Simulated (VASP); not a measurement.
# Al8H in VASP: a series of runs, part 2 of 2

VASP 6.6.1. The steps go on from the part before.

**3. Single point, PBE**

Input file INCAR:

```
ALGO = Normal
DIPOL = 0.5 0.5 0.291
EDIFF = 1E-7
ENCUT = 520
GGA = PE
IDIPOL = 3
ISIF = 2
ISMEAR = 0
LASPH = True
LCHARG = False
LDIPOL = True
LREAL = Auto
LWAVE = False
NBANDS = 40
NELM = 100
PREC = Accurate
SIGMA = 0.1
```

Input file KPOINTS:

```
k-points
0
Gamma
  5 4 1
```

Input file POSCAR:

```
Al8H
1.0
    5.7135165837      0.0000000000      0.0000000000
    0.0000000000      8.0801326415      0.0000000000
    0.0000000000      0.0000000000     22.2432786975
Al H
16 2
Direct
    0.2500000000      0.2500000000      0.1798296040
    0.2500000000      0.7500000000      0.1798296040
    0.7500000000      0.2500000000      0.1798296040
    0.7500000000      0.7500000000      0.1798296040
    0.0000000000      0.0000000000      0.2440458181
    0.0000000000      0.5000000000      0.2440458181
    0.5000000000      0.0000000000      0.2440458181
    0.5000000000      0.5000000000      0.2440458181
    0.2500000000      0.2500000000      0.3102598702
    0.2500000000      0.7500000000      0.3102598702
    0.7500000000      0.2500000000      0.3102598702
    0.7500000000      0.7500000000      0.3102598702
    0.0000000000      0.0000000000      0.3705963860
    0.0000000000      0.5000000000      0.3705963860
    0.5000000000      0.0000000000      0.3705963860
    0.5000000000      0.5000000000      0.3705963860
    0.2500000000      0.1574891424      0.4052135847
    0.2500000000      0.3425108576      0.4052135847
```

Potentials or basis: VASP PAW PBE potentials, release 64 (Al, H).

Run with:

```sh
$ cat potpaw_PBE.64/Al/POTCAR potpaw_PBE.64/H/POTCAR > POTCAR
$ mpirun -np 1 vasp_std > vasp.out
```

OUTCAR:

```text
EDIFF = 1E-7
   ENCUT = 520
   GGA = PE
   ISIF = 2
   ISMEAR = 0
   LASPH = True
   LREAL = Auto
   NELM = 100
   PREC = Accurate

 ion  position               nearest neighbor table
   1  0.250  0.250  0.180-   3 2.86   3 2.86   6 2.86   7 2.86   8 2.86   5 2.86   9 2.90
   2  0.250  0.750  0.180-   4 2.86   4 2.86   6 2.86   7 2.86   8 2.86   5 2.86  10 2.90
   3  0.750  0.250  0.180-   1 2.86   1 2.86   6 2.86   7 2.86   8 2.86   5 2.86  11 2.90
   4  0.750  0.750  0.180-   2 2.86   2 2.86   6 2.86   7 2.86   8 2.86   5 2.86  12 2.90
   5  0.000  0.000  0.244-  13 2.81   7 2.86   7 2.86   4 2.86   1 2.86   2 2.86   3 2.86  11 2.88
                            12 2.88   9 2.88  10 2.88
   6  0.000  0.500  0.244-  14 2.81   8 2.86   8 2.86   4 2.86   1 2.86   2 2.86   3 2.86  11 2.88
                            12 2.88   9 2.88  10 2.88
   7  0.500  0.000  0.244-  15 2.81   5 2.86   5 2.86   4 2.86   1 2.86   2 2.86   3 2.86  11 2.88
                            12 2.88   9 2.88  10 2.88
   8  0.500  0.500  0.244-  16 2.81   6 2.86   6 2.86   4 2.86   1 2.86   2 2.86   3 2.86  11 2.88
                            12 2.88   9 2.88  10 2.88
   9  0.250  0.250  0.310-  13 2.81  14 2.81  15 2.81  16 2.81  11 2.86  11 2.86   7 2.88   8 2.88
                             5 2.88   6 2.88   1 2.90
  10  0.250  0.750  0.310-  13 2.81  14 2.81  15 2.81  16 2.81  12 2.86  12 2.86   7 2.88   8 2.88
                             5 2.88   6 2.88   2 2.90
  11  0.750  0.250  0.310-  13 2.81  14 2.81  15 2.81  16 2.81   9 2.86   9 2.86   7 2.88   8 2.88
[... 7 lines left out ...]
  15  0.500  0.000  0.371-  17 2.06  10 2.81  11 2.81  12 2.81   9 2.81   7 2.81  13 2.86  13 2.86

  16  0.500  0.500  0.371-  18 2.06  10 2.81  11 2.81  12 2.81   9 2.81   8 2.81  14 2.86  14 2.86

  17  0.250  0.157  0.405-  13 2.06  15 2.06
  18  0.250  0.343  0.405-  14 2.06  16 2.06

  LATTYP: Found a simple orthorhombic cell.
 ALAT       =     5.7135165837
 B/A-ratio  =     1.4142135624
 C/A-ratio  =     3.8930977747

  Lattice vectors:

 A1 = (   5.7135165837,   0.0000000000,   0.0000000000)
 A2 = (   0.0000000000,   8.0801326415,   0.0000000000)
 A3 = (   0.0000000000,   0.0000000000,  22.2432786975)

Analysis of symmetry for initial positions (statically):
=====================================================================
 Subroutine PRICEL returns:
 Original cell was already a primitive cell.

 Routine SETGRP: Setting up the symmetry group for a
 simple orthorhombic supercell.

 Subroutine GETGRP returns: Found  4 space group operations
 (whereof  1 operations were pure point group operations)
 out of a pool of  8 trial point group operations.

The static configuration has the point symmetry C_1 .
 The point group associated with its full space group is C_2v.

Analysis of symmetry for dynamics (positions and initial velocities):
=====================================================================
 Subroutine PRICEL returns:
 Original cell was already a primitive cell.

 Routine SETGRP: Setting up the symmetry group for a
 simple orthorhombic supercell.

 Subroutine GETGRP returns: Found  4 space group operations
 (whereof  1 operations were pure point group operations)
 out of a pool of  8 trial point group operations.

The dynamic configuration has the point symmetry C_1 .
 The point group associated with its full space group is C_2v.

 Subroutine INISYM returns: Found  4 space group operations
 (whereof  1 operations are pure point group operations),
 and found     1 'primitive' translations

----------------------------------------------------------------------------------------

                                     Primitive cell
[... 99 lines left out ...]
   ISTART =      0    job   : 0-new  1-cont  2-samecut
   ICHARG =      2    charge: 1-file 2-atom 10-const
   ISPIN  =      1    spin polarized calculation?
   LNONCOLLINEAR =      F non collinear calculations
   LSORBIT =      F    spin-orbit coupling
   LASPH  =      T    aspherical Exc in radial PAW
   ENCUT  =  520.0 eV  38.22 Ry    6.18 a.u.  10.62 15.02 41.36*2*pi/ulx,y,z
   NELM   =    100;   NELMIN=  2; NELMDL= -5     # of ELM steps
   EDIFF  = 0.1E-06   stopping-criterion for ELM
   LREAL  =      T    real-space projection
   EDIFFG = 0.1E-05   stopping-criterion for IOM
   NSW    =      0    number of steps for IOM
   IBRION =     -1    ionic relax: 0-MD 1-quasi-New 2-CG
   NFREE  =      0    steps in history (QN), initial steepest desc. (CG)
   ISIF   =      2    stress and relaxation
   ISYM   =      2    0-nonsym 1-usesym 2-fastsym
   POTIM  = 0.5000    time-step for ionic-motion
   TEBEG  =    0.0;   TEEND  =   0.0 temperature during run
   PSTRESS=    0.0 pullay stress
   NELECT =      50.0000    total number of electrons
   NUPDOWN=      -1.0000    fix difference up-down
   EMIN   =  10.00;   EMAX   =-10.00  energy-range for DOS
   EFERMI =   0.00;   METHOD = LEGACY
   ISMEAR =     0;   SIGMA  =   0.10  broadening in eV -4-tet -1-fermi 0-gaus
   EFERMI_NEDOS =   21; number of points for ismear=-14 and -15
   IALGO  =     38    algorithm
   IMIX   =      4    mixing-type and parameters
     AMIX     =   0.40;   BMIX     =  1.00
     AMIX_MAG =   1.60;   BMIX_MAG =  1.00
  volume/ion in A,a.u.               =      57.05       384.99
  Fermi-wavevector in a.u.,A,eV,Ry     =   0.597803  1.129683  4.862288  0.357368
  Thomas-Fermi vector in A             =   1.648667
   LORBIT       =      0    0 simple, 1 ext, 2 COOP (PROOUT), +10 PAW based schemes
   GGA     = PE    functional components
   LHFCALC =     F    Hartree Fock is set to
   AEXX    =    0.0000 exact exchange contribution
   IVDW    =     0    specifies the selected vdW correction
   LEPSILON=     F    determine dielectric tensor
   LRPA    =     F    only Hartree local field effects (RPA)
 non-spin polarized calculation
 Gauss-broadening in eV      SIGMA  =   0.10
  energy-cutoff  :      520.00
  volume of cell :     1026.88
 maximum number of plane-waves:     27706
   NGX = 21   NGY = 31   NGZ = 83

 dipolmoment           0.000000      0.000000      0.067954 electrons x Angstroem

 number of electron      49.9999997 magnetization

 dipolmoment           0.000000      0.000000     -0.003020 electrons x Angstroem

 Free energy of the ion-electron system (eV)
  ---------------------------------------------------
  ext. energy  EPLUGINS =         0.00000000
  ---------------------------------------------------
  free energy    TOTEN  =       -60.18797573 eV

  energy without entropy =      -60.16121685  energy(sigma->0) =      -60.17459629

 E-fermi :  -0.8687     XC(G=0):  -3.5955

 val. band max:       -0.8758664758   @ k =   0.2000   0.5000   0.0000
 cond. band min:      -0.7914863003   @ k =   0.4000   0.2500   0.0000
 fundamental gap:      0.0843801755
 Fermi energy:        -0.8687047145

 k-point     1 :       0.0000    0.0000    0.0000
  band No.  band energies     occupation
      1     -11.2086      2.00000
      2      -9.3234      2.00000
      3      -9.0191      2.00000
      4      -8.7750      2.00000
      5      -7.3942      2.00000
      6      -6.7848      2.00000
[... 349 lines left out ...]
     36       1.6884      0.00000
     37       2.1947      0.00000
 [bands above 37 left out]

------------------------ aborting loop because EDIFF is reached ----------------------------------------

 vacuum level on the upper side and lower side of the slab       (xc-potential included)        -0.034        -0.012

  FORCE on cell =-STRESS in cart. coord.  units (eV):
  Direction    XX          YY          ZZ          XY          YZ          ZX
  --------------------------------------------------------------------------------------
  -------------------------------------------------------------------------------------
  Total      -10.9310653     -3.7133249     -2.3880858      0.0000000      0.0000000      0.0000000
  in kB      -17.0550220     -5.7936566     -3.7259732      0.0000000      0.0000000      0.0000000
  external PRESSURE =      -8.8582173 kB  Pullay stress =       0.0000000 kB

 VOLUME and BASIS-vectors are now :
 -----------------------------------------------------------------------------
  energy-cutoff  :      520.00
  volume of cell :     1026.88
      direct lattice vectors                 reciprocal lattice vectors
     5.713516584  0.000000000  0.000000000     0.175023558  0.000000000  0.000000000
     0.000000000  8.080132642  0.000000000     0.000000000  0.123760345  0.000000000
     0.000000000  0.000000000 22.243278697     0.000000000  0.000000000  0.044957401

 POSITION                                       TOTAL-FORCE (eV/Angst)
 -----------------------------------------------------------------------------------
      1.42838      2.02003      4.00000         0.000000      0.000000      0.186991
      1.42838      6.06010      4.00000         0.000000      0.000000      0.258135
      4.28514      2.02003      4.00000         0.000000      0.000000      0.288852
      4.28514      6.06010      4.00000         0.000000      0.000000      0.271699
      0.00000      0.00000      5.42838        -0.096078      0.029347     -0.237495
      0.00000      4.04007      5.42838        -0.096078     -0.029347     -0.237495
[... 10 lines left out ...]
      1.42838      1.27253      9.01328         0.000000     -0.389352     -0.352469
      1.42838      2.76753      9.01328         0.000000      0.389352     -0.352469
 -----------------------------------------------------------------------------------
    total drift:                               -0.000000     -0.000000     -0.012908

  FREE ENERGIE OF THE ION-ELECTRON SYSTEM (eV)
  ---------------------------------------------------
  free  energy   TOTEN  =       -60.1879757257 eV

  energy  without entropy=      -60.1612168487  energy(sigma->0) =      -60.17459629

 vacuum level on the upper side and lower side of the slab         3.168         3.184
```

Wall time 15 min (1 thread of Intel Xeon Platinum 8488C (Sapphire Rapids), shared host); peak memory 0.89 GiB.

What came out:

* Free energy: -60.1880 eV
* Largest force: 0.525 eV/Å
* Band gap on the k mesh: zero (bands 25 and 26 overlap by 0.61 eV)

Forces on the atoms (eV/Å):
```
Al   0.000  0.000  0.187
Al   0.000  0.000  0.258
Al   0.000  0.000  0.289
Al   0.000  0.000  0.272
Al  -0.096  0.029 -0.237
Al  -0.096 -0.029 -0.237
Al   0.096  0.029 -0.237
Al   0.096 -0.029 -0.237
Al   0.000  0.000 -0.186
Al   0.000  0.000  0.433
Al   0.000  0.000  0.079
Al   0.000  0.000 -0.168
Al  -0.046  0.051  0.123
Al  -0.046 -0.051  0.123
Al   0.046  0.051  0.123
Al   0.046 -0.051  0.123
H    0.000 -0.389 -0.352
H    0.000  0.389 -0.352
```

Levels at points of the mesh, in eV from the Fermi level:
```
           k point  band 23  band 24  band 25  band 26  band 27  band 28  band 29  band 30
(0.00, 0.00, 0.00)    -0.78    -0.60    -0.38    -0.25    -0.16     0.46     0.92     1.23
(0.00, 0.50, 0.00)    -0.95    -0.89    -0.42    -0.20     0.10     0.19     0.43     0.80
```

**4. Single point, PBE**

Input file INCAR:

```
PREC = Accurate
ENCUT = 520
EDIFF = 1E-7
ISMEAR = 0
SIGMA = 0.1
LREAL = Auto
LASPH = T
NELM = 80
ALGO = Normal
ISIF = 2
LWAVE = F
LCHARG = T
LDIPOL = T
IDIPOL = 3
DIPOL = 0.5 0.5 0.289
GGA = PE
LELF = T
LVHAR = T
LVACPOTAV = T
NBANDS = 40
```

Input file KPOINTS:

```
Automatic mesh
0
Gamma
  5 4 1
```

POSCAR: that of step 3 with these lines changed.

```diff
@@ -24,3 +24,3 @@
     0.5000000000      0.5000000000      0.3705963860
-    0.2500000000      0.1574891424      0.4052135847
-    0.2500000000      0.3425108576      0.4052135847
+    0.2500000000      0.2035898708      0.3908272164
+    0.2500000000      0.2964101292      0.3908272164
```

Run with:

```sh
$ cat potpaw_PBE.64/Al/POTCAR potpaw_PBE.64/H/POTCAR > POTCAR
$ mpirun -np 1 vasp_std > vasp.out
```

Wall time 25 min (1 thread of Intel Xeon Platinum 8375C at 2.90GHz (Ice Lake), shared host); peak memory 0.89 GiB.

The run converged. Its results:

```
Free energy            : -59.8927 eV
Largest force          : 2.803 eV/Å
Band gap on the k mesh : zero (bands 25 and 26 overlap by 0.44 eV)
```

Forces in eV/Å, atoms in the order of the input:
```
Al   0.000  0.000  0.203
Al   0.000  0.000  0.213
Al   0.000  0.000  0.251
Al   0.000  0.000  0.285
Al  -0.011  0.005 -0.282
Al  -0.011 -0.005 -0.282
Al   0.011  0.005 -0.282
Al   0.011 -0.005 -0.282
Al   0.000  0.000 -1.255
Al   0.000  0.000  0.086
Al   0.000  0.000  0.095
Al   0.000  0.000 -0.011
Al  -0.250 -0.455 -0.095
Al  -0.250  0.455 -0.095
Al   0.250 -0.455 -0.095
Al   0.250  0.455 -0.095
H    0.000 -2.681  0.819
H    0.000  2.681  0.819
```

Levels at points of the mesh, in eV from the Fermi level:
```tsv
k point	band 21	band 22	band 23	band 24	band 25	band 26	band 27	band 28	band 29	band 30
(0.00, 0.00, 0.00)	-1.71	-1.52	-0.78	-0.63	-0.35	-0.27	-0.01	0.26	1.15	1.21
(0.00, 0.50, 0.00)	-1.23	-1.00	-0.97	-0.92	-0.60	0.03	0.09	0.21	0.30	0.94
```

**5. Single point, PBE**

Input file INCAR:

```
SYSTEM = Al8H
ALGO = Normal
DIPOL = 0.5 0.5 0.292
EDIFF = 1E-6
ENCUT = 520
GGA = PE
IDIPOL = 3
ISIF = 2
ISMEAR = 0
LASPH = .TRUE.
LCHARG = .TRUE.
LDIPOL = .TRUE.
LELF = .TRUE.
LREAL = Auto
LVACPOTAV = .TRUE.
LVHAR = .TRUE.
LWAVE = .FALSE.
NBANDS = 40
NELM = 80
PREC = Accurate
SIGMA = 0.1
```

Input file KPOINTS:

```
k-points
0
G
  5 4 1
  0 0 0
```

POSCAR: that of step 4 with these lines changed.

```diff
@@ -24,3 +24,3 @@
     0.5000000000      0.5000000000      0.3705963860
-    0.2500000000      0.2035898708      0.3908272164
-    0.2500000000      0.2964101292      0.3908272164
+    0.2500000000      0.2035898708      0.4195999531
+    0.2500000000      0.2964101292      0.4195999531
```

Run with:

```sh
$ cat potpaw_PBE.64/Al/POTCAR potpaw_PBE.64/H/POTCAR > POTCAR
$ mpirun -np 1 vasp_std > vasp.out
```

Wall time 20 min (1 thread of Intel Xeon Platinum 8375C at 2.90GHz (Ice Lake), shared host); peak memory 0.88 GiB.

Results (log left out):

```
Free energy            : -60.7228 eV
Largest force          : 1.197 eV/Å
Band gap on the k mesh : zero (bands 25 and 26 overlap by 0.53 eV)
```

Forces on the atoms (eV/Å):
```
Al   0.000  0.000  0.223
Al   0.000  0.000  0.173
Al   0.000  0.000  0.198
Al   0.000  0.000  0.171
Al  -0.015 -0.026 -0.254
Al  -0.015  0.026 -0.254
Al   0.015 -0.026 -0.254
Al   0.015  0.026 -0.254
Al   0.000  0.000 -0.524
Al   0.000  0.000  0.004
Al   0.000  0.000  0.072
Al   0.000  0.000 -0.028
Al  -0.135 -0.228 -0.089
Al  -0.135  0.228 -0.089
Al   0.135 -0.228 -0.089
Al   0.135  0.228 -0.089
H    0.000 -1.068  0.542
H    0.000  1.068  0.542
```

Levels at points of the mesh, in eV from the Fermi level:
```
           k point  band 21  band 22  band 23  band 24  band 25  band 26  band 27  band 28  band 29  band 30
(0.00, 0.00, 0.00)    -1.68    -1.35    -0.79    -0.73    -0.48    -0.24    -0.01     0.11     1.12     1.22
(0.00, 0.50, 0.00)    -1.08    -0.97    -0.96    -0.90    -0.81     0.11     0.13     0.22     0.28     1.07
```

**6. The runs side by side**

| cell | gap on the mesh (eV) | largest force (eV/Å) |
| --- | --- | --- |
| as given, atomic positions A | none | 4.63 |
| as given, atomic positions B | none | 0.53 |
| as given, atomic positions C | none | 2.80 |
| as given, atomic positions D | none | 1.20 |

Alike in all rows: task single point; level PBE; potentials or basis VASP PAW PBE potentials, release 64 (Al, H); no spin polarisation; k mesh 5 × 4 × 1; cutoff (eV) 520; smearing gaussian 0.1 eV.

Total energies depend on the potentials used, so only differences within one code and one set of settings carry meaning.

The gap in the log of VASP goes by the Fermi energy; the results here count the filled bands.